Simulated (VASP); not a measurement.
# Pd (Fm-3m) in VASP: further runs

The runs below take Pd through single point, with PBE.

All numbers are computed with VASP 6.6.1; they aren't measurements. Logs are shortened: lines on timing, memory, paths and dates and some standing lists are left out, and cuts for length are marked.

## Step 1: The cell of the first run

Symmetry: Fm-3m, No. 225, cubic system. The conventional cell has a = 3.900 Å, b = 3.900 Å, c = 3.900 Å, α = 90.00°, β = 90.00°, γ = 90.00°. Within 3.6 Å of Pd (site symmetry m-3m) lie 12 Pd at 2.76 Å.

## Step 2: Single point, PBE

INCAR reads:

```
SYSTEM = Pd
  PREC = Accurate
  ENCUT = 520
  EDIFF = 1E-6
  ISMEAR = 1
  SIGMA = 0.3
  LREAL = .FALSE.
  LASPH = .TRUE.
  NELM = 60
  ALGO = Normal
  ISIF = 2
  LWAVE = .FALSE.
  LCHARG = .FALSE.
  GGA = PE
  NBANDS = 11
```

KPOINTS reads:

```
Automatic mesh
0
G
  10 10 10
  0 0 0
```

POSCAR reads:

```
Pd
1.0
    0.0000000000      1.9500000000      1.9500000000
    1.9500000000      0.0000000000      1.9500000000
    1.9500000000      1.9500000000      0.0000000000
Pd
1
Direct
    0.0000000000      0.0000000000      0.0000000000
```

Potentials or basis: VASP PAW PBE potentials, release 64 (Pd).

Command:

```sh
> cat potpaw_PBE.64/Pd/POTCAR > POTCAR
> mpirun -np 1 vasp_std > vasp.out
```

OUTCAR:

```text
SYSTEM = Pd
   PREC = Accurate
   ENCUT = 520
   EDIFF = 1E-6
   ISMEAR = 1
   LREAL = .FALSE.
   LASPH = .TRUE.
   NELM = 60
   ISIF = 2
   GGA = PE

 ion  position               nearest neighbor table
   1  0.000  0.000  0.000-

  LATTYP: Found a face centered cubic cell.
 ALAT       =     3.9000000000

  Lattice vectors:

 A1 = (   0.0000000000,   1.9500000000,   1.9500000000)
 A2 = (   1.9500000000,   0.0000000000,   1.9500000000)
 A3 = (   1.9500000000,   1.9500000000,   0.0000000000)

Analysis of symmetry for initial positions (statically):
=====================================================================
 Subroutine PRICEL returns:
 Original cell was already a primitive cell.

 Routine SETGRP: Setting up the symmetry group for a
 face centered cubic supercell.

 Subroutine GETGRP returns: Found 48 space group operations
 (whereof 48 operations were pure point group operations)
 out of a pool of 48 trial point group operations.

The static configuration has the point symmetry O_h .

Analysis of symmetry for dynamics (positions and initial velocities):
=====================================================================
 Subroutine PRICEL returns:
 Original cell was already a primitive cell.

 Routine SETGRP: Setting up the symmetry group for a
 face centered cubic supercell.

 Subroutine GETGRP returns: Found 48 space group operations
 (whereof 48 operations were pure point group operations)
 out of a pool of 48 trial point group operations.

The dynamic configuration has the point symmetry O_h .

 Subroutine INISYM returns: Found 48 space group operations
 (whereof 48 operations are pure point group operations),
 and found     1 'primitive' translations

----------------------------------------------------------------------------------------

                                     Primitive cell

  volume of cell :      14.8297

  direct lattice vectors                    reciprocal lattice vectors
     0.000000000  1.950000000  1.950000000    -0.256410256  0.256410256  0.256410256
     1.950000000  0.000000000  1.950000000     0.256410256 -0.256410256  0.256410256
     1.950000000  1.950000000  0.000000000     0.256410256  0.256410256 -0.256410256

  length of vectors
     2.757716447  2.757716447  2.757716447     0.444115592  0.444115592  0.444115592

  position of ions in fractional coordinates (direct lattice)
     0.000000000  0.000000000  0.000000000

  ion indices of the primitive-cell ions
   primitive index   ion index
                 1           1

----------------------------------------------------------------------------------------

 KPOINTS: Automatic mesh

Automatic generation of k-mesh.
 Grid dimensions read from file:
 generate k-points for:   10   10   10

 Generating k-lattice:

  Cartesian coordinates                     Fractional coordinates (reciprocal lattice)
    -0.025641026  0.025641026  0.025641026     0.100000000  0.000000000  0.000000000
     0.025641026 -0.025641026  0.025641026     0.000000000  0.100000000  0.000000000
     0.025641026  0.025641026 -0.025641026     0.000000000  0.000000000  0.100000000

  Length of vectors
     0.044411559  0.044411559  0.044411559

  Shift w.r.t. Gamma in fractional coordinates (k-lattice)
     0.000000000  0.000000000  0.000000000

 Subroutine IBZKPT returns following result:
 ===========================================

 Found     47 irreducible k-points:

 Following reciprocal coordinates:
            Coordinates               Weight
  0.000000  0.000000  0.000000      1.000000
  0.100000  0.000000  0.000000      8.000000
  0.200000  0.000000  0.000000      8.000000
  0.300000  0.000000  0.000000      8.000000
  0.400000  0.000000  0.000000      8.000000
  0.500000  0.000000  0.000000      4.000000
[... 16 lines left out ...]
  0.300000  0.300000  0.000000      6.000000
  0.400000  0.300000  0.000000     24.000000
 [... further k-points ...]
   k-points           NKPTS =     47   k-points in BZ     NKDIM =     47   number of bands    NBANDS=     11
   number of dos      NEDOS =    301   number of ions     NIONS =      1
   total plane-waves  NPLWV =  13824
   dimension x,y,z NGX =    24 NGY =   24 NGZ =   24
   dimension x,y,z NGXF=    48 NGYF=   48 NGZF=   48
   ions per type =               1
   NGX,Y,Z   is equivalent  to a cutoff of  14.47, 14.47, 14.47 a.u.
   NGXF,Y,Z  is equivalent  to a cutoff of  28.94, 28.94, 28.94 a.u.
 SYSTEM =  Pd
   PREC   = accura    normal or accurate (medium, high low for compatibility)
   ISTART =      0    job   : 0-new  1-cont  2-samecut
   ICHARG =      2    charge: 1-file 2-atom 10-const
   ISPIN  =      1    spin polarized calculation?
   LNONCOLLINEAR =      F non collinear calculations
   LSORBIT =      F    spin-orbit coupling
   LASPH  =      T    aspherical Exc in radial PAW
   ENCUT  =  520.0 eV  38.22 Ry    6.18 a.u.   5.13  5.13  5.13*2*pi/ulx,y,z
   NELM   =     60;   NELMIN=  2; NELMDL= -5     # of ELM steps
   EDIFF  = 0.1E-05   stopping-criterion for ELM
   LREAL  =      F    real-space projection
   EDIFFG = 0.1E-04   stopping-criterion for IOM
   NSW    =      0    number of steps for IOM
   IBRION =     -1    ionic relax: 0-MD 1-quasi-New 2-CG
   NFREE  =      0    steps in history (QN), initial steepest desc. (CG)
   ISIF   =      2    stress and relaxation
   ISYM   =      2    0-nonsym 1-usesym 2-fastsym
   POTIM  = 0.5000    time-step for ionic-motion
   TEBEG  =    0.0;   TEEND  =   0.0 temperature during run
   PSTRESS=    0.0 pullay stress
   NELECT =      10.0000    total number of electrons
   NUPDOWN=      -1.0000    fix difference up-down
   EMIN   =  10.00;   EMAX   =-10.00  energy-range for DOS
   EFERMI =   0.00;   METHOD = LEGACY
   ISMEAR =     1;   SIGMA  =   0.30  broadening in eV -4-tet -1-fermi 0-gaus
   EFERMI_NEDOS =   21; number of points for ismear=-14 and -15
   IALGO  =     38    algorithm
   IMIX   =      4    mixing-type and parameters
     AMIX     =   0.40;   BMIX     =  1.00
     AMIX_MAG =   1.60;   BMIX_MAG =  1.00
  volume/ion in A,a.u.               =      14.83       100.08
  Fermi-wavevector in a.u.,A,eV,Ry     =   1.435589  2.712870 28.040474  2.060917
  Thomas-Fermi vector in A             =   2.554871
   LORBIT       =      0    0 simple, 1 ext, 2 COOP (PROOUT), +10 PAW based schemes
   GGA     = PE    functional components
   LHFCALC =     F    Hartree Fock is set to
   AEXX    =    0.0000 exact exchange contribution
   IVDW    =     0    specifies the selected vdW correction
   LEPSILON=     F    determine dielectric tensor
   LRPA    =     F    only Hartree local field effects (RPA)
 non-spin polarized calculation
 Methfessel and Paxton  Order N= 1 SIGMA  =   0.30
  energy-cutoff  :      520.00
  volume of cell :       14.83
 maximum number of plane-waves:       411
 NGX is ok and might be reduce to    24
   NGX = 11   NGY = 11   NGZ = 11

 number of electron      10.0000000 magnetization

 number of electron       9.9999998 magnetization

 Free energy of the ion-electron system (eV)
  ---------------------------------------------------
  ext. energy  EPLUGINS =         0.00000000
  ---------------------------------------------------
  free energy    TOTEN  =        -5.22404510 eV

  energy without entropy =       -5.21734304  energy(sigma->0) =       -5.22181108

 E-fermi :   9.7106     XC(G=0): -13.1502

 val. band max:        9.6943437395   @ k =  -0.4000   0.4000   0.0000
 cond. band min:       9.7324352611   @ k =   0.5000   0.2000   0.0000
 fundamental gap:      0.0380915216
 Fermi energy:         9.7106412845

 k-point     1 :       0.0000    0.0000    0.0000
  band No.  band energies     occupation
      1       2.5945      2.00000
      2       6.8841      2.00000
      3       6.8841      2.00000
      4       6.8841      2.00000
      5       8.4792      2.00000
      6       8.4792      2.00000
      7      26.8835      0.00000
      8      31.6281      0.00000
      9      31.6281      0.00000
     10      31.6281      0.00000
     11      35.9536      0.00000

 k-point     2 :       0.1000    0.0000    0.0000
  band No.  band energies     occupation
      1       2.9499      2.00000
      2       6.7670      2.00000
      3       7.0012      2.00000
      4       7.0012      2.00000
      5       8.4284      2.00000
      6       8.4284      2.00000
      7      27.2140      0.00000
      8      29.6538      0.00000
      9      32.0297      0.00000
     10      32.0297      0.00000
     11      36.0388      0.00000

 k-point     3 :       0.2000    0.0000    0.0000
  band No.  band energies     occupation
      1       3.8465      2.00000
      2       6.6527      2.00000
      3       7.1796      2.00000
      4       7.1796      2.00000
      5       8.4623      2.00000
      6       8.4623      2.00000
      7      25.9359      0.00000
      8      28.0980      0.00000
      9      32.9722      0.00000
     10      32.9722      0.00000
     11      35.4962      0.00000

 k-point     4 :       0.3000    0.0000    0.0000
  band No.  band energies     occupation
      1       4.5020      2.00000
      2       7.1017      2.00000
      3       7.1017      2.00000
      4       7.4212      2.00000
      5       8.8869      2.00072
      6       8.8869      2.00072
      7      22.3370      0.00000
      8      27.5008      0.00000
      9      32.9359      0.00000
     10      32.9359      0.00000
     11      35.8335      0.00000

 k-point     5 :       0.4000    0.0000    0.0000
  band No.  band energies     occupation
      1       4.5046      2.00000
      2       6.9169      2.00000
      3       6.9169      2.00000
      4       9.3607      2.06978
      5       9.4320      2.03212
      6       9.4320      2.03212
      7      18.8338      0.00000
      8      26.5972      0.00000
      9      31.4200      0.00000
     10      31.4200      0.00000
     11      36.0066      0.00000
[... 211 lines left out ...]
 k-point    21 :      -0.3000    0.2000    0.0000
  band No.  band energies     occupation
      1       5.4884      2.00000
      2       6.4734      2.00000
      3       6.9519      2.00000
      4       7.6236      2.00000
      5       8.6636      2.00001
      6      11.9665     -0.00000
      7      20.6783      0.00000
      8      24.1961      0.00000
      9      29.0188      0.00000
     10      31.4376      0.00000
     11      35.1345      0.00000

 k-point    22 :      -0.2000    0.2000    0.0000
  band No.  band energies     occupation
      1       5.3663      2.00000
      2       6.1815      2.00000
      3       6.9720      2.00000
      4       7.7968      2.00000
      5       7.9517      2.00000
      6      10.3405     -0.01144
      7      24.0159      0.00000
      8      24.8770      0.00000
      9      30.2222      0.00000
     10      32.8236      0.00000
     11      34.0127      0.00000

 k-point    23 :       0.3000    0.3000    0.0000
  band No.  band energies     occupation
      1       4.9140      2.00000
      2       5.3227      2.00000
      3       8.6030      2.00000
      4       8.6382      2.00001
      5       8.6382      2.00001
      6       9.2177      2.04217
      7      26.2647      0.00000
      8      26.2647      0.00000
      9      26.7098      0.00000
     10      30.0055      0.00000
     11      31.6572      0.00000

 k-point    24 :       0.4000    0.3000    0.0000
  band No.  band energies     occupation
      1       4.9084      2.00000
      2       5.1804      2.00000
      3       8.2784      2.00000
      4       8.7545      2.00006
      5       9.6057      1.55372
      6      10.7663     -0.00001
      7      23.3403      0.00000
      8      24.9153      0.00000
      9      25.2714      0.00000
     10      30.4746      0.00000
     11      32.7790      0.00000

 [... further k-points ...]

------------------------ aborting loop because EDIFF is reached ----------------------------------------

  FORCE on cell =-STRESS in cart. coord.  units (eV):
  Direction    XX          YY          ZZ          XY          YZ          ZX
  --------------------------------------------------------------------------------------
  -------------------------------------------------------------------------------------
  Total        0.5101848      0.5101848      0.5101848     -0.0000000     -0.0000000      0.0000000
  in kB       55.1193727     55.1193727     55.1193727     -0.0000000     -0.0000000      0.0000000
  external PRESSURE =      55.1193727 kB  Pullay stress =       0.0000000 kB

 VOLUME and BASIS-vectors are now :
 -----------------------------------------------------------------------------
  energy-cutoff  :      520.00
  volume of cell :       14.83
      direct lattice vectors                 reciprocal lattice vectors
     0.000000000  1.950000000  1.950000000    -0.256410256  0.256410256  0.256410256
     1.950000000  0.000000000  1.950000000     0.256410256 -0.256410256  0.256410256
     1.950000000  1.950000000  0.000000000     0.256410256  0.256410256 -0.256410256

 POSITION                                       TOTAL-FORCE (eV/Angst)
 -----------------------------------------------------------------------------------
      0.00000      0.00000      0.00000         0.000000      0.000000      0.000000
 -----------------------------------------------------------------------------------
    total drift:                               -0.000000      0.000000     -0.000000

  FREE ENERGIE OF THE ION-ELECTRON SYSTEM (eV)
  ---------------------------------------------------
  free  energy   TOTEN  =        -5.2240450953 eV

  energy  without entropy=       -5.2173430356  energy(sigma->0) =       -5.22181108
```

It took 3.5 s on 1 thread of Intel Xeon 6975P-C (Granite Rapids), shared host; peak memory 0.14 GiB.

Results:

```
Free energy            : -5.2240 eV
Pressure               : 5.5 GPa
Band gap on the k mesh : zero (band 5 reaches 9.99 eV, above the bottom of band 6 at 8.43 eV)
```

Levels at points of the mesh, in eV from the Fermi level:
```tsv
k point	band 1	band 2	band 3	band 4	band 5	band 6	band 7	band 8	band 9	band 10
(0.00, 0.00, 0.00)	-7.12	-2.83	-2.83	-2.83	-1.23	-1.23	17.17	21.92	21.92	21.92
(0.50, 0.00, 0.00)	-5.27	-2.87	-2.87	-0.04	-0.04	1.01	7.27	16.53	21.04	21.04
(0.50, 0.50, 0.00)	-5.36	-5.07	-0.07	0.28	0.28	3.33	10.70	13.16	13.16	21.48
```

## Step 3: Single point, PBE

INCAR reads:

```
SYSTEM = Pd
PREC = Accurate ; ENCUT = 500
EDIFF = 1E-6 ; ISMEAR = -1
SIGMA = 0.1 ; LREAL = .FALSE.
LASPH = .TRUE. ; NELM = 120
ALGO = Normal ; ISIF = 2
LWAVE = .FALSE. ; LCHARG = .FALSE.
GGA = PE ; NBANDS = 11
GGA_COMPAT = .FALSE.
```

KPOINTS reads:

```
regular mesh
0
G
  5 5 5
  0 0 0
```

POSCAR is that of step 2.

Potentials or basis: VASP PAW PBE potentials, release 64 (Pd).

Command:

```sh
> cat potpaw_PBE.64/Pd/POTCAR > POTCAR
> mpirun -np 1 vasp_std > vasp.out
```

It took 1.6 s on 1 thread of Intel Xeon 6975P-C (Granite Rapids), shared host; peak memory 0.11 GiB.

Results (log left out):

- Free energy: -5.1069 eV
- Pressure: 8.6 GPa
- Band gap on the k mesh: zero (band 5 reaches 9.72 eV, above the bottom of band 6 at 8.48 eV)

Levels at points of the mesh, in eV from the Fermi level:
```
           k point  band 1  band 2  band 3  band 4  band 5  band 6  band 7  band 8  band 9  band 10
(0.00, 0.00, 0.00)   -7.12   -2.81   -2.81   -2.81   -1.22   -1.22   17.17   21.91   21.91    21.91
```

Caveat: the k points lie up to 0.56 Å⁻¹ apart.

## Step 4: Single point, PBE

INCAR reads:

```
ALGO = Normal ; EDIFF = 1E-6
ENCUT = 500 ; GGA = PE
GGA_COMPAT = False ; ISIF = 2
ISMEAR = -1 ; LASPH = True
LCHARG = False ; LREAL = False
LWAVE = False ; NBANDS = 11
NELM = 120 ; PREC = Accurate
SIGMA = 0.1
```

KPOINTS reads:

```
k-points
0
Gamma
  10 10 10
```

POSCAR is that of step 3.

Command:

```sh
> cat potpaw_PBE.64/Pd/POTCAR > POTCAR
> mpirun -np 1 vasp_std > vasp.out
```

It took 3 s on 1 thread of Intel Xeon 6975P-C (Granite Rapids), shared host; peak memory 0.12 GiB.

Results (log left out):

* Free energy: -5.2520 eV
* Pressure: 5.9 GPa
* Band gap on the k mesh: zero (band 5 reaches 9.99 eV, above the bottom of band 6 at 8.43 eV)

Levels at points of the mesh, in eV from the Fermi level:
```
           k point  band 1  band 2  band 3  band 4  band 5  band 6  band 7  band 8  band 9  band 10
(0.00, 0.00, 0.00)   -7.14   -2.85   -2.85   -2.85   -1.26   -1.26   17.15   21.89   21.89    21.89
(0.50, 0.00, 0.00)   -5.29   -2.90   -2.90   -0.06   -0.06    0.98    7.24   16.50   21.01    21.01
(0.50, 0.50, 0.00)   -5.39   -5.10   -0.10    0.25    0.25    3.31   10.67   13.14   13.14    21.45
```

## Step 5: Single point, PBE

INCAR reads:

```
SYSTEM = Pd
ALGO = Normal
EDIFF = 1E-6
ENCUT = 500
GGA = PE
GGA_COMPAT = .False.
ISIF = 2
ISMEAR = -1
LASPH = .True.
LCHARG = .False.
LREAL = .False.
LWAVE = .False.
NBANDS = 11
NELM = 120
PREC = Accurate
SIGMA = 0.1
```

KPOINTS reads:

```
k-points
0
Gamma
  10 10 10
  0 0 0
```

POSCAR is that of step 4.

Command:

```sh
> cat potpaw_PBE.64/Pd/POTCAR > POTCAR
> mpirun -np 1 vasp_std > vasp.out
```

It took 3 s on 1 thread of Intel Xeon 6975P-C (Granite Rapids), shared host; peak memory 0.12 GiB.

The run converged. Its results:

| Property | Result |
| --- | --- |
| Free energy | -5.2520 eV |
| Pressure | 5.9 GPa |
| Band gap on the k mesh | zero (band 5 reaches 9.99 eV, above the bottom of band 6 at 8.43 eV) |

Levels at points of the mesh, in eV from the Fermi level:
```csv
k point,band 1,band 2,band 3,band 4,band 5,band 6,band 7,band 8,band 9,band 10
"(0.00, 0.00, 0.00)",-7.14,-2.85,-2.85,-2.85,-1.26,-1.26,17.15,21.89,21.89,21.89
"(0.50, 0.00, 0.00)",-5.29,-2.90,-2.90,-0.06,-0.06,0.98,7.24,16.50,21.01,21.01
"(0.50, 0.50, 0.00)",-5.39,-5.10,-0.10,0.25,0.25,3.31,10.67,13.14,13.14,21.45
```

## Step 6: Summary

| k mesh | cutoff (eV) | smearing | gap on the mesh (eV) | pressure (GPa) |
| --- | --- | --- | --- | --- |
| 10 × 10 × 10 | 520 | methfessel-paxton 0.3 eV | none | 5.5 |
| 5 × 5 × 5 | 500 | fermi-dirac 0.1 eV | none | 8.6 |
| 10 × 10 × 10 | 500 | fermi-dirac 0.1 eV | none | 5.9 |

Alike in all rows: task single point; level PBE; potentials or basis VASP PAW PBE potentials, release 64 (Pd); no spin polarisation; cell as given.

Caveats: some runs use coarse meshes.

Absolute energies hang on the potentials; compare differences alone.
